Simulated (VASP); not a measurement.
Set up this calculation in VASP 6.6.1, as the native input.

```
Task                   : single point
Functional             : PBE
Potentials or basis    : VASP PAW PBE potentials, release 64 (Ge_d, Pb_d, S)
Cutoff                 : 520 eV
k mesh                 : 8 × 8 × 8
Occupations            : fermi-dirac, width 0.02 eV
Spin                   : no spin polarisation
Dipole correction      : no
Further INCAR settings : ALGO = Normal; EDIFF = 1e-06; NBANDS = 28
```

The structure of GePbS2 lies in POSCAR:

```
GePbS2
1.0
    1.9102758368      1.1028982686      6.8986870895
   -1.9102758368      1.1028982686      6.8986870895
    0.0000000000     -2.2057965372      6.8986870895
Ge Pb S
1 1 2
Direct
    1.0000000000      0.0000000000      0.0000000000
    0.5000000000      0.5000000000      0.5000000000
    0.2598521957      0.2598521957      0.2598521957
    0.7401478043      0.7401478043      0.7401478043
```

This cell differs from its parent crystal: epitaxial xy strain -4.7%.

The input as run:

INCAR

```
SYSTEM = GePbS2
  PREC = Accurate
  ENCUT = 520
  EDIFF = 1E-6
  ISMEAR = -1
  SIGMA = 0.02
  LREAL = .False.
  LASPH = .True.
  NELM = 100
  ALGO = Normal
  ISIF = 2
  LWAVE = .False.
  LCHARG = .True.
  GGA = PE
  LELF = .True.
  LVHAR = .True.
  NBANDS = 28
```

KPOINTS

```
Automatic mesh
0
Gamma
  8 8 8
  0 0 0
```

Potentials or basis: VASP PAW PBE potentials, release 64 (Ge_d, Pb_d, S).

The run is started by

```bash
$ cat potpaw_PBE.64/Ge_d/POTCAR potpaw_PBE.64/Pb_d/POTCAR potpaw_PBE.64/S/POTCAR > POTCAR
$ mpirun -np 1 vasp_std > vasp.out
```

It gave:

```yaml
Pressure: 4.3 GPa
Largest_force: 0.013 eV/Å
Band_gap_on_the_k_mesh: zero (bands 20 and 21 overlap by 0.51 eV)
```

Caveat: the cell differs from its parent crystal (epitaxial xy strain -4.7%); the cell stands under pressure; spin-orbit coupling is left out, which moves the levels of the heavy elements.

It took 4 min on 1 thread of AMD EPYC 9R45 96-Core Processor (Zen 5), with other jobs on the host, peak memory 0.45 GiB.
